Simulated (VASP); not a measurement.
# SiC (F-43m) in VASP: a series of runs

SiC is run at these levels: PBE; tasks: single point.

All numbers are computed with VASP 6.6.1; they aren't measurements. Logs are shortened: lines on timing, memory, paths and dates and some standing lists are left out, and cuts for length are marked.

**The experiment to reproduce.**

From “Insight into the structural, elastic and electronic properties of a new orthorhombic 6O-SiC polytype”, 2020, pmc:7200658, for a bulk crystal of SiC: band gap 2.4 eV (indirect).

The results are compared with them further down.

**1. The cell of the first run**

Symmetry: F-43m, No. 216, cubic system. The conventional cell has a = 4.358 Å, b = 4.358 Å, c = 4.358 Å, α = 90.00°, β = 90.00°, γ = 90.00°. Within 2.5 Å of Si (site symmetry -43m) lie 4 C at 1.89 Å. C (site symmetry -43m) has 4 Si at 1.89 Å within 2.5 Å.

**2. Single point, PBE**

INCAR

```
SYSTEM = SiC
PREC     = Accurate       ! precision mode
ENCUT    = 600            ! plane-wave cutoff, eV
EDIFF    = 1E-6           ! SCF threshold, eV
ISMEAR   = 0              ! smearing method
SIGMA    = 0.1            ! smearing width, eV
LREAL    = .FALSE.        ! projectors in reciprocal space
LASPH    = .TRUE.         ! aspherical terms in the spheres
NELM     = 120            ! most SCF steps
ALGO     = Normal         ! electronic algorithm
ISIF     = 2              ! what is computed and relaxed
LWAVE    = .FALSE.        ! write WAVECAR
LCHARG   = .FALSE.        ! write CHGCAR
GGA      = PE             ! functional
NBANDS   = 11             ! bands
GGA_COMPAT= .FALSE.
```

KPOINTS

```
regular mesh
0
G
  8 8 8
  0 0 0
```

POSCAR

```
SiC
1.0
    0.0000000000      2.1790000000      2.1790000000
    2.1790000000      0.0000000000      2.1790000000
    2.1790000000      2.1790000000      0.0000000000
Si C
1 1
Direct
    0.0000000000      0.0000000000      0.0000000000
    0.2500000000      0.2500000000      0.2500000000
```

Potentials or basis: VASP PAW PBE potentials, release 64 (Si, C).

Command:

```console
cat potpaw_PBE.64/Si/POTCAR potpaw_PBE.64/C/POTCAR > POTCAR
mpirun -np 1 vasp_std > vasp.out
```

OUTCAR:

```text
SYSTEM = SiC
   PREC = Accurate
   ENCUT = 600
   EDIFF = 1E-6
   ISMEAR = 0
   LREAL = .FALSE.
   LASPH = .TRUE.
   NELM = 120
   ISIF = 2
   GGA = PE

 ion  position               nearest neighbor table
   1  0.000  0.000  0.000-   2 1.89   2 1.89   2 1.89   2 1.89
   2  0.250  0.250  0.250-   1 1.89   1 1.89   1 1.89   1 1.89

  LATTYP: Found a face centered cubic cell.
 ALAT       =     4.3580000000

  Lattice vectors:

 A1 = (   0.0000000000,   2.1790000000,   2.1790000000)
 A2 = (   2.1790000000,   0.0000000000,   2.1790000000)
 A3 = (   2.1790000000,   2.1790000000,   0.0000000000)

Analysis of symmetry for initial positions (statically):
=====================================================================
 Subroutine PRICEL returns:
 Original cell was already a primitive cell.

 Routine SETGRP: Setting up the symmetry group for a
 face centered cubic supercell.

 Subroutine GETGRP returns: Found 24 space group operations
 (whereof 24 operations were pure point group operations)
 out of a pool of 48 trial point group operations.

The static configuration has the point symmetry T_d .

Analysis of symmetry for dynamics (positions and initial velocities):
=====================================================================
 Subroutine PRICEL returns:
 Original cell was already a primitive cell.

 Routine SETGRP: Setting up the symmetry group for a
 face centered cubic supercell.

 Subroutine GETGRP returns: Found 24 space group operations
 (whereof 24 operations were pure point group operations)
 out of a pool of 48 trial point group operations.

The dynamic configuration has the point symmetry T_d .

 Subroutine INISYM returns: Found 24 space group operations
 (whereof 24 operations are pure point group operations),
 and found     1 'primitive' translations

----------------------------------------------------------------------------------------

                                     Primitive cell

  volume of cell :      20.6920

  direct lattice vectors                    reciprocal lattice vectors
     0.000000000  2.179000000  2.179000000    -0.229463056  0.229463056  0.229463056
     2.179000000  0.000000000  2.179000000     0.229463056 -0.229463056  0.229463056
     2.179000000  2.179000000  0.000000000     0.229463056  0.229463056 -0.229463056

  length of vectors
     3.081571352  3.081571352  3.081571352     0.397441672  0.397441672  0.397441672

  position of ions in fractional coordinates (direct lattice)
     0.000000000  0.000000000  0.000000000
     0.250000000  0.250000000  0.250000000

  ion indices of the primitive-cell ions
   primitive index   ion index
                 1           1
                 2           2

----------------------------------------------------------------------------------------

 KPOINTS: regular mesh

Automatic generation of k-mesh.
 Grid dimensions read from file:
 generate k-points for:    8    8    8

 Generating k-lattice:

  Cartesian coordinates                     Fractional coordinates (reciprocal lattice)
    -0.028682882  0.028682882  0.028682882     0.125000000  0.000000000  0.000000000
     0.028682882 -0.028682882  0.028682882     0.000000000  0.125000000  0.000000000
     0.028682882  0.028682882 -0.028682882     0.000000000  0.000000000  0.125000000

  Length of vectors
     0.049680209  0.049680209  0.049680209

  Shift w.r.t. Gamma in fractional coordinates (k-lattice)
     0.000000000  0.000000000  0.000000000

 Subroutine IBZKPT returns following result:
 ===========================================

 Found     29 irreducible k-points:

 Following reciprocal coordinates:
            Coordinates               Weight
  0.000000  0.000000  0.000000      1.000000
  0.125000  0.000000  0.000000      8.000000
  0.250000  0.000000  0.000000      8.000000
  0.375000  0.000000  0.000000      8.000000
  0.500000  0.000000  0.000000      4.000000
  0.125000  0.125000  0.000000      6.000000
[... 16 lines left out ...]
  0.500000  0.250000  0.125000     48.000000
 -0.375000  0.250000  0.125000     24.000000
 [... further k-points ...]
   k-points           NKPTS =     29   k-points in BZ     NKDIM =     29   number of bands    NBANDS=     11
   number of dos      NEDOS =    301   number of ions     NIONS =      2
   total plane-waves  NPLWV =  21952
   dimension x,y,z NGX =    28 NGY =   28 NGZ =   28
   dimension x,y,z NGXF=    56 NGYF=   56 NGZF=   56
   ions per type =               1   1
   NGX,Y,Z   is equivalent  to a cutoff of  15.11, 15.11, 15.11 a.u.
   NGXF,Y,Z  is equivalent  to a cutoff of  30.21, 30.21, 30.21 a.u.
 SYSTEM =  SiC
   PREC   = accura    normal or accurate (medium, high low for compatibility)
   ISTART =      0    job   : 0-new  1-cont  2-samecut
   ICHARG =      2    charge: 1-file 2-atom 10-const
   ISPIN  =      1    spin polarized calculation?
   LNONCOLLINEAR =      F non collinear calculations
   LSORBIT =      F    spin-orbit coupling
   LASPH  =      T    aspherical Exc in radial PAW
   ENCUT  =  600.0 eV  44.10 Ry    6.64 a.u.   6.15  6.15  6.15*2*pi/ulx,y,z
   NELM   =    120;   NELMIN=  2; NELMDL= -5     # of ELM steps
   EDIFF  = 0.1E-05   stopping-criterion for ELM
   LREAL  =      F    real-space projection
   EDIFFG = 0.1E-04   stopping-criterion for IOM
   NSW    =      0    number of steps for IOM
   IBRION =     -1    ionic relax: 0-MD 1-quasi-New 2-CG
   NFREE  =      0    steps in history (QN), initial steepest desc. (CG)
   ISIF   =      2    stress and relaxation
   ISYM   =      2    0-nonsym 1-usesym 2-fastsym
   POTIM  = 0.5000    time-step for ionic-motion
   TEBEG  =    0.0;   TEEND  =   0.0 temperature during run
   PSTRESS=    0.0 pullay stress
   NELECT =       8.0000    total number of electrons
   NUPDOWN=      -1.0000    fix difference up-down
   EMIN   =  10.00;   EMAX   =-10.00  energy-range for DOS
   EFERMI =   0.00;   METHOD = LEGACY
   ISMEAR =     0;   SIGMA  =   0.10  broadening in eV -4-tet -1-fermi 0-gaus
   EFERMI_NEDOS =   21; number of points for ismear=-14 and -15
   IALGO  =     38    algorithm
   IMIX   =      4    mixing-type and parameters
     AMIX     =   0.40;   BMIX     =  1.00
     AMIX_MAG =   1.60;   BMIX_MAG =  1.00
  volume/ion in A,a.u.               =      10.35        69.82
  Fermi-wavevector in a.u.,A,eV,Ry     =   1.192626  2.253736 19.352338  1.422357
  Thomas-Fermi vector in A             =   2.328660
   LORBIT       =      0    0 simple, 1 ext, 2 COOP (PROOUT), +10 PAW based schemes
   GGA     = PE    functional components
   LHFCALC =     F    Hartree Fock is set to
   AEXX    =    0.0000 exact exchange contribution
   IVDW    =     0    specifies the selected vdW correction
   LEPSILON=     F    determine dielectric tensor
   LRPA    =     F    only Hartree local field effects (RPA)
 non-spin polarized calculation
 Gauss-broadening in eV      SIGMA  =   0.10
  energy-cutoff  :      600.00
  volume of cell :       20.69
 maximum number of plane-waves:       701
 NGX is ok and might be reduce to    28
   NGX = 13   NGY = 13   NGZ = 13

 number of electron       8.0000000 magnetization

 Free energy of the ion-electron system (eV)
  ---------------------------------------------------
  ext. energy  EPLUGINS =         0.00000000
  ---------------------------------------------------
  free energy    TOTEN  =       -15.05806667 eV

  energy without entropy =      -15.05806667  energy(sigma->0) =      -15.05806667

 E-fermi :   8.6411     XC(G=0): -11.3559

 val. band max:        8.1072456161   @ k =   0.0000   0.0000   0.0000
 cond. band min:       9.4637677077   @ k =   0.5000   0.5000   0.0000
 fundamental gap:      1.3565220916
 Fermi energy:         8.6410868490

 k-point     1 :       0.0000    0.0000    0.0000
  band No.  band energies     occupation
      1      -7.2963      2.00000
      2       8.1072      2.00000
      3       8.1072      2.00000
      4       8.1072      2.00000
      5      14.3405      0.00000
      6      15.4145      0.00000
      7      15.4145      0.00000
      8      15.4145      0.00000
      9      22.6138      0.00000
     10      22.6138      0.00000
     11      24.5875      0.00000

 k-point     2 :       0.1250    0.0000    0.0000
  band No.  band energies     occupation
      1      -6.9916      2.00000
      2       6.6236      2.00000
      3       7.9064      2.00000
      4       7.9064      2.00000
      5      14.5797      0.00000
      6      15.7660      0.00000
      7      15.7660      0.00000
      8      15.9406      0.00000
      9      21.3949      0.00000
     10      21.3949      0.00000
     11      24.1664      0.00000

 k-point     3 :       0.2500    0.0000    0.0000
  band No.  band energies     occupation
      1      -6.1008      2.00000
      2       3.8158      2.00000
      3       7.5016      2.00000
      4       7.5016      2.00000
      5      14.0967      0.00000
      6      16.0157      0.00000
      7      16.0157      0.00000
      8      17.4597      0.00000
      9      21.2253      0.00000
     10      21.2253      0.00000
     11      23.2484      0.00000

 k-point     4 :       0.3750    0.0000    0.0000
  band No.  band energies     occupation
      1      -4.7465      2.00000
      2       1.0780      2.00000
      3       7.1745      2.00000
      4       7.1745      2.00000
      5      13.6833      0.00000
      6      15.5880      0.00000
      7      15.5880      0.00000
      8      18.1285      0.00000
      9      23.2159      0.00000
     10      23.2159      0.00000
     11      23.6422      0.00000

 k-point     5 :       0.5000    0.0000    0.0000
  band No.  band energies     occupation
      1      -3.7300      2.00000
      2      -0.4273      2.00000
      3       7.0554      2.00000
      4       7.0554      2.00000
      5      13.5410      0.00000
      6      15.3342      0.00000
      7      15.3342      0.00000
      8      18.1612      0.00000
      9      24.3048      0.00000
     10      25.3401      0.00000
     11      25.3401      0.00000
[... 211 lines left out ...]
 k-point    21 :       0.5000    0.5000    0.0000
  band No.  band energies     occupation
      1      -2.2788      2.00000
      2       0.3123      2.00000
      3       4.9222      2.00000
      4       4.9222      2.00000
      5       9.4638      0.00000
      6      12.4292      0.00000
      7      22.1412      0.00000
      8      22.1412      0.00000
      9      22.8919      0.00000
     10      28.2234      0.00000
     11      30.2780      0.00000

 k-point    22 :       0.3750    0.2500    0.1250
  band No.  band energies     occupation
      1      -5.3265      2.00000
      2       3.6233      2.00000
      3       5.2503      2.00000
      4       6.8342      2.00000
      5      13.4734      0.00000
      6      15.7354      0.00000
      7      16.5760      0.00000
      8      18.1771      0.00000
      9      20.3484      0.00000
     10      24.1075      0.00000
     11      27.5299      0.00000

 k-point    23 :       0.5000    0.2500    0.1250
  band No.  band energies     occupation
      1      -4.0258      2.00000
      2       1.5954      2.00000
      3       4.5116      2.00000
      4       6.1858      2.00000
      5      13.4126      0.00000
      6      15.7008      0.00000
      7      17.3065      0.00000
      8      18.5582      0.00000
      9      21.4922      0.00000
     10      24.6042      0.00000
     11      27.4408      0.00000

 k-point    24 :      -0.3750    0.2500    0.1250
  band No.  band energies     occupation
      1      -3.0815      2.00000
      2       0.2809      2.00000
      3       4.3998      2.00000
      4       5.8497      2.00000
      5      13.3553      0.00000
      6      15.3831      0.00000
      7      18.2561      0.00000
      8      19.1076      0.00000
      9      21.5306      0.00000
     10      24.3299      0.00000
     11      27.4340      0.00000

 [... further k-points ...]
[... 5 lines left out ...]
  --------------------------------------------------------------------------------------
  -------------------------------------------------------------------------------------
  Total        0.3978619      0.3978619      0.3978619      0.0000000      0.0000000     -0.0000000
  in kB       30.8064180     30.8064180     30.8064180      0.0000000      0.0000000     -0.0000000
  external PRESSURE =      30.8064180 kB  Pullay stress =       0.0000000 kB

 VOLUME and BASIS-vectors are now :
 -----------------------------------------------------------------------------
  energy-cutoff  :      600.00
  volume of cell :       20.69
      direct lattice vectors                 reciprocal lattice vectors
     0.000000000  2.179000000  2.179000000    -0.229463056  0.229463056  0.229463056
     2.179000000  0.000000000  2.179000000     0.229463056 -0.229463056  0.229463056
     2.179000000  2.179000000  0.000000000     0.229463056  0.229463056 -0.229463056

 POSITION                                       TOTAL-FORCE (eV/Angst)
 -----------------------------------------------------------------------------------
      0.00000      0.00000      0.00000        -0.000000     -0.000000      0.000000
      1.08950      1.08950      1.08950         0.000000      0.000000     -0.000000
 -----------------------------------------------------------------------------------
    total drift:                               -0.000000     -0.000000     -0.000000

  FREE ENERGIE OF THE ION-ELECTRON SYSTEM (eV)
  ---------------------------------------------------
  free  energy   TOTEN  =       -15.0580666677 eV

  energy  without entropy=      -15.0580666677  energy(sigma->0) =      -15.05806667
```

It took 6.3 s on 1 thread of Intel Xeon Platinum 8488C (Sapphire Rapids), shared host; peak memory 0.15 GiB.

Results:

- Free energy: -15.0581 eV
- Pressure: 3.1 GPa
- Band gap on the k mesh: 1.36 eV (least direct gap 4.54 eV)

Levels at points of the mesh, in eV from the valence-band top:
| k point | band 2 | band 3 | band 4 | band 5 | band 6 | band 7 |
| --- | --- | --- | --- | --- | --- | --- |
| (0.00, 0.00, 0.00) | 0.00 | 0.00 | 0.00 | 6.23 | 7.31 | 7.31 |
| (0.50, 0.00, 0.00) | -8.53 | -1.05 | -1.05 | 5.43 | 7.23 | 7.23 |
| (0.50, 0.50, 0.00) | -7.79 | -3.19 | -3.19 | 1.36 | 4.32 | 14.03 |

Caveat: the cell stands under pressure. A k mesh can miss the band edges.

**3. Single point, PBE (9.87 Å³/atom)**

This run uses another cell than the first one, of 9.87 Å³/atom.

INCAR

```
PREC = Accurate
ENCUT = 600
EDIFF = 1E-6
ISMEAR = 0
SIGMA = 0.02
LREAL = False
LASPH = True
NELM = 120
ALGO = Normal
ISIF = 2
LWAVE = False
LCHARG = False
GGA = PE
NBANDS = 11
GGA_COMPAT = False
```

KPOINTS

```
Automatic mesh
0
Gamma
  10 10 10
```

POSCAR

```
SiC
1.0
    0.0000000000      2.1451683095      2.1451683095
    2.1451683095      0.0000000000      2.1451683095
    2.1451683095      2.1451683095      0.0000000000
Si C
1 1
Direct
    0.0000000000      0.0000000000      0.0000000000
    0.2500000000      0.2500000000      0.2500000000
```

Potentials or basis: VASP PAW PBE potentials, release 64 (Si, C).

Command:

```console
cat potpaw_PBE.64/Si/POTCAR potpaw_PBE.64/C/POTCAR > POTCAR
mpirun -np 1 vasp_std > vasp.out
```

Wall time 5 s (1 thread of Intel Xeon Platinum 8488C (Sapphire Rapids), shared host); peak memory 0.13 GiB.

Results (log left out):

```
Free energy            : -15.0070 eV
Pressure               : 14.6 GPa
Band gap on the k mesh : 1.31 eV (least direct gap 4.59 eV)
```

Levels at points of the mesh, in eV from the valence-band top:
| k point | band 1 | band 2 | band 3 | band 4 | band 5 | band 6 | band 7 | band 8 |
| --- | --- | --- | --- | --- | --- | --- | --- | --- |
| (0.00, 0.00, 0.00) | -15.78 | 0.00 | 0.00 | 0.00 | 6.79 | 7.64 | 7.64 | 7.64 |
| (0.50, 0.00, 0.00) | -12.03 | -8.80 | -1.06 | -1.06 | 5.87 | 7.42 | 7.42 | 10.32 |
| (0.50, 0.50, 0.00) | -10.53 | -7.95 | -3.28 | -3.28 | 1.31 | 4.49 | 14.59 | 14.59 |

Caveat: the cell stands under pressure. A k mesh can miss the band edges.

[end of part 1 of 2]
